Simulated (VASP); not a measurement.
# GdN: single point with PBE

GdN:

```
CELL_PARAMETERS angstrom
0.00000 2.49075 2.49075
2.49075 0.00000 2.49075
2.49075 2.49075 0.00000
ATOMIC_POSITIONS crystal
Gd 0.50000 0.50000 0.50000
N 0.00000 0.00000 0.00000
```

```json
{"Program": "VASP 6.6.1", "Task": "single point", "Functional": "PBE", "Potentials or basis": "VASP PAW PBE potentials, release 64 (Gd, N)", "Cutoff": "520 eV", "k mesh": "12 × 12 × 12", "Occupations": "tetrahedron", "Spin": "non-collinear spin, typed start, spin-orbit coupling", "Starting moments": "[[0.0, 0.0, 7.0], [0.0, 0.0, 0.0]] μB", "Dipole correction": "no", "Further INCAR settings": "ALGO = Normal; EDIFF = 1e-06; NBANDS = 35"}
```

The pressure is 0.3 GPa. The net moment is 6.96 μB per cell and the valence electrons inside the program's atomic spheres are Gd 15.25; N 3.63.

Moments on the atoms (μB; x, y, z):
```
Gd   0.00  0.00  6.76
N    0.00  0.00 -0.08
```

Wall time 43 min on 1 thread of Intel(R) Xeon(R) 6975P-C (Granite Rapids), on a shared host, peak memory 0.6 GiB.

Caveat: a cell with one magnetic atom can't hold antiferromagnetic order, which such compounds often take. The state reached can hang on the start; a lower one may exist.
